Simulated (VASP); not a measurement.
# GaAs (F-43m) in VASP: relaxation of cell and atoms with LDA

Aim: the relaxation of cell and atoms of GaAs with LDA.

Everything below comes from runs of VASP 6.6.1. Logs are shortened: lines on timing, memory, paths and dates and some standing lists are left out, and cuts for length are marked.

### Step 1. The cell of the first run

Symmetry: F-43m, No. 216, cubic system. Conventional cell: a = 5.603 Å, b = 5.603 Å, c = 5.603 Å, α = 90.00°, β = 90.00°, γ = 90.00°. Within 3.2 Å of Ga (site symmetry -43m) lie 4 As at 2.43 Å. Within 3.2 Å of As (site symmetry -43m) lie 4 Ga at 2.43 Å.

### Step 2. Relaxation of cell and atoms, LDA

File INCAR:

```
SYSTEM = GaAs
ALGO = Normal
EDIFF = 1E-7
EDIFFG = -0.005
ENCUT = 600
IBRION = 2
ISIF = 3
ISMEAR = 0
LASPH = .TRUE.
LCHARG = .FALSE.
LREAL = .FALSE.
LWAVE = .FALSE.
NELM = 60
NSW = 100
PREC = Accurate
SIGMA = 0.02
```

File KPOINTS:

```
k-points
0
G
  12 12 12
  0 0 0
```

File POSCAR:

```
GaAs
1.0
    0.0000000000      2.8016907960      2.8016907960
    2.8016907960      0.0000000000      2.8016907960
    2.8016907960      2.8016907960      0.0000000000
Ga As
1 1
Direct
    0.0000000000      0.0000000000      0.0000000000
    0.7500000000      0.7500000000      0.7500000000
```

Potentials or basis: VASP PAW LDA potentials, release 64 (Ga_d, As).

On the command line:

```bash
$ cat potpaw_LDA.64/Ga_d/POTCAR potpaw_LDA.64/As/POTCAR > POTCAR
$ mpirun -np 1 vasp_std > vasp.out
```

OUTCAR:

```text
SYSTEM = GaAs
   EDIFF = 1E-7
   EDIFFG = -0.005
   ENCUT = 600
   IBRION = 2
   ISIF = 3
   ISMEAR = 0
   LASPH = .TRUE.
   LREAL = .FALSE.
   NELM = 60
   NSW = 100
   PREC = Accurate

 ion  position               nearest neighbor table
   1  0.000  0.000  0.000-   2 2.43   2 2.43   2 2.43   2 2.43
   2  0.750  0.750  0.750-   1 2.43   1 2.43   1 2.43   1 2.43

  LATTYP: Found a face centered cubic cell.
 ALAT       =     5.6033815920

  Lattice vectors:

 A1 = (   0.0000000000,   2.8016907960,   2.8016907960)
 A2 = (   2.8016907960,   0.0000000000,   2.8016907960)
 A3 = (   2.8016907960,   2.8016907960,   0.0000000000)

Analysis of symmetry for initial positions (statically):
=====================================================================
 Subroutine PRICEL returns:
 Original cell was already a primitive cell.

 Routine SETGRP: Setting up the symmetry group for a
 face centered cubic supercell.

 Subroutine GETGRP returns: Found 24 space group operations
 (whereof 24 operations were pure point group operations)
 out of a pool of 48 trial point group operations.

The static configuration has the point symmetry T_d .

Analysis of symmetry for dynamics (positions and initial velocities):
=====================================================================
 Subroutine PRICEL returns:
 Original cell was already a primitive cell.

 Routine SETGRP: Setting up the symmetry group for a
 face centered cubic supercell.

 Subroutine GETGRP returns: Found 24 space group operations
 (whereof 24 operations were pure point group operations)
 out of a pool of 48 trial point group operations.

The dynamic configuration has the point symmetry T_d .

 Subroutine INISYM returns: Found 24 space group operations
 (whereof 24 operations are pure point group operations),
 and found     1 'primitive' translations

----------------------------------------------------------------------------------------

                                     Primitive cell

  volume of cell :      43.9836

  direct lattice vectors                    reciprocal lattice vectors
     0.000000000  2.801690796  2.801690796    -0.178463662  0.178463662  0.178463662
     2.801690796  0.000000000  2.801690796     0.178463662 -0.178463662  0.178463662
     2.801690796  2.801690796  0.000000000     0.178463662  0.178463662 -0.178463662

  length of vectors
     3.962189121  3.962189121  3.962189121     0.309108130  0.309108130  0.309108130

  position of ions in fractional coordinates (direct lattice)
     0.000000000  0.000000000  0.000000000
     0.750000000  0.750000000  0.750000000

  ion indices of the primitive-cell ions
   primitive index   ion index
                 1           1
                 2           2

----------------------------------------------------------------------------------------

 KPOINTS: k-points

Automatic generation of k-mesh.
 Grid dimensions read from file:
 generate k-points for:   12   12   12

 Generating k-lattice:

  Cartesian coordinates                     Fractional coordinates (reciprocal lattice)
    -0.014871972  0.014871972  0.014871972     0.083333333  0.000000000  0.000000000
     0.014871972 -0.014871972  0.014871972     0.000000000  0.083333333  0.000000000
     0.014871972  0.014871972 -0.014871972     0.000000000  0.000000000  0.083333333

  Length of vectors
     0.025759011  0.025759011  0.025759011

  Shift w.r.t. Gamma in fractional coordinates (k-lattice)
     0.000000000  0.000000000  0.000000000

 Subroutine IBZKPT returns following result:
 ===========================================

 Found     72 irreducible k-points:

 Following reciprocal coordinates:
            Coordinates               Weight
  0.000000  0.000000  0.000000      1.000000
  0.083333  0.000000  0.000000      8.000000
  0.166667  0.000000  0.000000      8.000000
  0.250000  0.000000  0.000000      8.000000
  0.333333  0.000000  0.000000      8.000000
  0.416667  0.000000  0.000000      8.000000
[... 16 lines left out ...]
  0.500000  0.166667  0.000000     24.000000
 -0.416667  0.166667  0.000000     24.000000
 [... further k-points ...]
   k-points           NKPTS =     72   k-points in BZ     NKDIM =     72   number of bands    NBANDS=     13
   number of dos      NEDOS =    301   number of ions     NIONS =      2
   total plane-waves  NPLWV =  32768
   dimension x,y,z NGX =    32 NGY =   32 NGZ =   32
   dimension x,y,z NGXF=    64 NGYF=   64 NGZF=   64
   ions per type =               1   1
   NGX,Y,Z   is equivalent  to a cutoff of  13.43, 13.43, 13.43 a.u.
   NGXF,Y,Z  is equivalent  to a cutoff of  26.85, 26.85, 26.85 a.u.
 SYSTEM =  GaAs
   PREC   = accura    normal or accurate (medium, high low for compatibility)
   ISTART =      0    job   : 0-new  1-cont  2-samecut
   ICHARG =      2    charge: 1-file 2-atom 10-const
   ISPIN  =      1    spin polarized calculation?
   LNONCOLLINEAR =      F non collinear calculations
   LSORBIT =      F    spin-orbit coupling
   LASPH  =      T    aspherical Exc in radial PAW
   ENCUT  =  600.0 eV  44.10 Ry    6.64 a.u.   7.91  7.91  7.91*2*pi/ulx,y,z
   NELM   =     60;   NELMIN=  2; NELMDL= -5     # of ELM steps
   EDIFF  = 0.1E-06   stopping-criterion for ELM
   LREAL  =      F    real-space projection
   EDIFFG = -.5E-02   stopping-criterion for IOM
   NSW    =    100    number of steps for IOM
   IBRION =      2    ionic relax: 0-MD 1-quasi-New 2-CG
   NFREE  =      1    steps in history (QN), initial steepest desc. (CG)
   ISIF   =      3    stress and relaxation
   ISYM   =      2    0-nonsym 1-usesym 2-fastsym
   POTIM  = 0.5000    time-step for ionic-motion
   TEBEG  =    0.0;   TEEND  =   0.0 temperature during run
   PSTRESS=    0.0 pullay stress
   NELECT =      18.0000    total number of electrons
   NUPDOWN=      -1.0000    fix difference up-down
   EMIN   =  10.00;   EMAX   =-10.00  energy-range for DOS
   EFERMI =   0.00;   METHOD = LEGACY
   ISMEAR =     0;   SIGMA  =   0.02  broadening in eV -4-tet -1-fermi 0-gaus
   EFERMI_NEDOS =   21; number of points for ismear=-14 and -15
   IALGO  =     38    algorithm
   IMIX   =      4    mixing-type and parameters
     AMIX     =   0.40;   BMIX     =  1.00
     AMIX_MAG =   1.60;   BMIX_MAG =  1.00
  volume/ion in A,a.u.               =      21.99       148.41
  Fermi-wavevector in a.u.,A,eV,Ry     =   1.215445  2.296859 20.099990  1.477308
  Thomas-Fermi vector in A             =   2.350832
   LORBIT       =      0    0 simple, 1 ext, 2 COOP (PROOUT), +10 PAW based schemes
   GGA     = CA    functional components
   LHFCALC =     F    Hartree Fock is set to
   AEXX    =    0.0000 exact exchange contribution
   IVDW    =     0    specifies the selected vdW correction
   LEPSILON=     F    determine dielectric tensor
   LRPA    =     F    only Hartree local field effects (RPA)
 conjugate gradient relaxation of ions
 non-spin polarized calculation
 Gauss-broadening in eV      SIGMA  =   0.02
  energy-cutoff  :      600.00
  volume of cell :       43.98
 maximum number of plane-waves:      1484
   NGX = 15   NGY = 15   NGZ = 15

--------------------------------------- Ionic step        1  -------------------------------------------

 number of electron      18.0000004 magnetization

 Free energy of the ion-electron system (eV)
  ---------------------------------------------------
  ext. energy  EPLUGINS =         0.00000000
  ---------------------------------------------------
  free energy    TOTEN  =        -9.64190537 eV

  energy without entropy =       -9.64190537  energy(sigma->0) =       -9.64190537

 E-fermi :   4.1554     XC(G=0): -10.0313

 val. band max:        4.0595371762   @ k =   0.0000   0.0000   0.0000
 cond. band min:       4.5949694673   @ k =   0.0000   0.0000   0.0000
 fundamental gap:      0.5354322911
 Fermi energy:         4.1554252744

 k-point     1 :       0.0000    0.0000    0.0000
  band No.  band energies     occupation
      1     -10.9188      2.00000
      2     -10.9188      2.00000
      3     -10.9188      2.00000
      4     -10.8339      2.00000
      5     -10.8339      2.00000
      6      -8.9002      2.00000
      7       4.0595      2.00000
      8       4.0595      2.00000
      9       4.0595      2.00000
     10       4.5950      0.00000
     11       7.7404      0.00000
     12       7.7404      0.00000
     13       7.7404      0.00000

 k-point     2 :       0.0833    0.0000    0.0000
  band No.  band energies     occupation
      1     -10.9256      2.00000
      2     -10.9170      2.00000
      3     -10.9170      2.00000
      4     -10.8341      2.00000
      5     -10.8341      2.00000
      6      -8.8152      2.00000
      7       2.8206      2.00000
      8       3.9398      2.00000
      9       3.9398      2.00000
     10       5.4359      0.00000
     11       7.8991      0.00000
     12       7.9160      0.00000
     13       7.9160      0.00000
[... 401 lines left out ...]
 VOLUME and BASIS-vectors are now :
 -----------------------------------------------------------------------------
  energy-cutoff  :      600.00
  volume of cell :       44.25
      direct lattice vectors                 reciprocal lattice vectors
     0.000000000  2.807319352  2.807319352    -0.178105850  0.178105850  0.178105850
     2.807319352  0.000000000  2.807319352     0.178105850 -0.178105850  0.178105850
     2.807319352  2.807319352  0.000000000     0.178105850  0.178105850 -0.178105850

 POSITION                                       TOTAL-FORCE (eV/Angst)
 -----------------------------------------------------------------------------------
      5.61464      2.80732      2.80732         0.000000      0.000000      0.000000
      4.21098      4.21098      4.21098        -0.000000     -0.000000     -0.000000
 -----------------------------------------------------------------------------------
    total drift:                               -0.000000     -0.000000     -0.000000

  FREE ENERGIE OF THE ION-ELECTRON SYSTEM (eV)
  ---------------------------------------------------
  free  energy   TOTEN  =        -9.6420282372 eV

  energy  without entropy=       -9.6420282372  energy(sigma->0) =       -9.64202824

--------------------------------------- Ionic step        3  -------------------------------------------

 number of electron      18.0000006 magnetization

 Free energy of the ion-electron system (eV)
  ---------------------------------------------------
  ext. energy  EPLUGINS =         0.00000000
  ---------------------------------------------------
  free energy    TOTEN  =        -9.64207001 eV

  energy without entropy =       -9.64207001  energy(sigma->0) =       -9.64207001

 E-fermi :   4.1067     XC(G=0): -10.0136

 val. band max:        4.0203910214   @ k =   0.0000   0.0000   0.0000
 cond. band min:       4.5254131051   @ k =   0.0000   0.0000   0.0000
 fundamental gap:      0.5050220837
 Fermi energy:         4.1066752373

 k-point     1 :       0.0000    0.0000    0.0000
  band No.  band energies     occupation
      1     -10.9500      2.00000
      2     -10.9500      2.00000
      3     -10.9500      2.00000
      4     -10.8662      2.00000
      5     -10.8662      2.00000
      6      -8.9098      2.00000
      7       4.0204      2.00000
      8       4.0204      2.00000
      9       4.0204      2.00000
     10       4.5254      0.00000
     11       7.7004      0.00000
     12       7.7004      0.00000
     13       7.7004      0.00000

 k-point     2 :       0.0833    0.0000    0.0000
  band No.  band energies     occupation
      1     -10.9567      2.00000
      2     -10.9482      2.00000
      3     -10.9482      2.00000
      4     -10.8663      2.00000
      5     -10.8663      2.00000
      6      -8.8254      2.00000
      7       2.7766      2.00000
      8       3.9014      2.00000
      9       3.9014      2.00000
     10       5.3749      0.00000
     11       7.8561      0.00000
     12       7.8750      0.00000
     13       7.8750      0.00000
[... 365 lines left out ...]
 VOLUME and BASIS-vectors are now :
 -----------------------------------------------------------------------------
  energy-cutoff  :      600.00
  volume of cell :       44.16
      direct lattice vectors                 reciprocal lattice vectors
     0.000000000  2.805416148  2.805416148    -0.178226678  0.178226678  0.178226678
     2.805416148  0.000000000  2.805416148     0.178226678 -0.178226678  0.178226678
     2.805416148  2.805416148  0.000000000     0.178226678  0.178226678 -0.178226678

 POSITION                                       TOTAL-FORCE (eV/Angst)
 -----------------------------------------------------------------------------------
      0.00000      0.00000      0.00000         0.000000      0.000000      0.000000
      4.20812      4.20812      4.20812        -0.000000     -0.000000     -0.000000
 -----------------------------------------------------------------------------------
    total drift:                               -0.000000     -0.000000     -0.000000

  FREE ENERGIE OF THE ION-ELECTRON SYSTEM (eV)
  ---------------------------------------------------
  free  energy   TOTEN  =        -9.6420700139 eV

  energy  without entropy=       -9.6420700139  energy(sigma->0) =       -9.64207001

 reached required accuracy - stopping structural energy minimisation
```

It took 50 s on 1 thread of Intel Xeon Platinum 8259CL at 2.50GHz (Skylake/Cascade Lake), shared host; peak memory 0.2 GiB.

What came out:

* Free energy: -9.6421 eV
* Relaxed volume: 22.08 Å³/atom
* Relaxed cell: a = 3.967 Å, b = 3.967 Å, c = 3.967 Å, α = 60.00°, β = 60.00°, γ = 60.00°
* Space group after relaxing (to 0.05 Å): F-43m (No. 216)
* Energy gained by relaxing: 0.1 meV/atom
* Ionic steps: 3
* Pressure after relaxing: 0.0 GPa
* Band gap on the k mesh: 0.51 eV, direct

Step by step:
```
step  energy change (eV)  largest force (eV/Å)  pressure (GPa)  volume (Å³)
   1              0.0000                0.0000            0.30        43.98
   2             -0.0001                0.0000           -0.15        44.25
   3             -0.0002                0.0000            0.02        44.16
```

Final structure:
```
Ga As
1.0
     0.00000    2.80542    2.80542
     2.80542    0.00000    2.80542
     2.80542    2.80542    0.00000
Ga As
1 1
Direct
  0.00000 0.00000 0.00000
  0.75000 0.75000 0.75000
```

A k mesh can miss the band edges. LDA gaps usually lie below the measured ones, often by a third to a half.
